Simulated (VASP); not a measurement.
## La2O3: relaxation of cell and atoms with r2SCAN+D4

Crystal: La2O3.

```
CELL_PARAMETERS angstrom
3.93078 0.00000 0.00000
-1.96539 3.40415 0.00000
0.00000 0.00000 6.11195
ATOMIC_POSITIONS crystal
La 0.66667 0.33333 0.75376
La 0.33333 0.66667 0.24624
O 0.66667 0.33333 0.35411
O 0.33333 0.66667 0.64589
O 0.00000 0.00000 0.00000
```

```yaml
Program: VASP 6.6.1
Task: relaxation of cell and atoms
Functional: r2SCAN
Dispersion: D4
Potentials_or_basis: VASP PAW PBE potentials, release 64 (La, O)
Cutoff: 600 eV
k_mesh: 6 × 6 × 4
Occupations: gaussian, width 0.01 eV
Spin: no spin polarisation
Dipole_correction: no
Further_INCAR_settings: ALGO = Normal; EDIFF = 1e-06; IBRION = 2; EDIFFG = -0.005; NSW = 80; ISIF = 3
```

```yaml
Relaxed_volume: 16.23 Å³/atom
Relaxed_cell: a = 3.924 Å, b = 3.924 Å, c = 6.084 Å, α = 90.00°, β = 90.00°, γ = 120.00°
Space_group_after_relaxing_to_0.1_Å: P-3m1 (No. 164)
Energy_gained_by_relaxing: 0.4 meV/atom
Ionic_steps: 8
Pressure_after_relaxing: 0.0 GPa
Band_gap_on_the_k_mesh: 4.24 eV (least direct gap 4.36 eV)
Dispersion_energy_per_atom: -0.093 eV
```

The path:
```csv
step,energy change (eV),largest force (eV/Å),pressure (GPa),volume (Å³)
1,0.0000,0.0191,-0.97,81.78
2,0.0005,0.1139,1.12,80.61
3,-0.0017,0.0536,0.00,81.23
4,-0.0018,0.0155,0.00,81.19
5,-0.0018,0.0186,-0.02,81.17
6,-0.0019,0.0152,0.04,81.14
7,-0.0019,0.0085,0.10,81.09
8,-0.0019,0.0018,0.00,81.13
```

Final structure:
```cif
data_structure
_symmetry_space_group_name_H-M 'P 1'
_symmetry_Int_Tables_number 1
_cell_length_a 3.9239
_cell_length_b 3.9239
_cell_length_c 6.0844
_cell_angle_alpha 90.000
_cell_angle_beta 90.000
_cell_angle_gamma 120.000
_cell_volume 81.13
loop_
_atom_site_label
_atom_site_type_symbol
_atom_site_fract_x
_atom_site_fract_y
_atom_site_fract_z
_atom_site_occupancy
La1 La 0.66667 0.33333 0.75441 1
La2 La 0.33333 0.66667 0.24559 1
O1 O 0.66667 0.33333 0.35345 1
O2 O 0.33333 0.66667 0.64655 1
O3 O 0.00000 0.00000 0.00000 1
```

Levels at points of the mesh, in eV from the valence-band top:
```csv
k point,band 16,band 17,band 18,band 19,band 20,band 21,band 22,band 23,band 24
"(0.00, 0.00, 0.00)",-2.13,-1.67,-0.40,-0.40,-0.13,4.82,5.12,5.12,5.82
"(0.50, 0.00, 0.00)",-0.77,-0.75,-0.69,-0.43,-0.31,4.31,5.29,5.81,5.86
"(0.00, 0.00, 0.50)",-1.95,-1.01,-0.79,-0.30,-0.30,5.26,5.28,5.28,5.58
"(0.50, 0.00, 0.50)",-1.03,-0.97,-0.72,-0.38,0.00,4.95,5.11,5.75,5.86
```

Wall time 43 min on 1 thread of Intel Xeon 8259CL, with other jobs on the host, peak memory 0.28 GiB.

Caveat: the PAW data sets were made with another functional, which shifts forces and pressure a little; spin-orbit coupling is left out, which moves the levels of the heavy elements. A k mesh can miss the band edges.
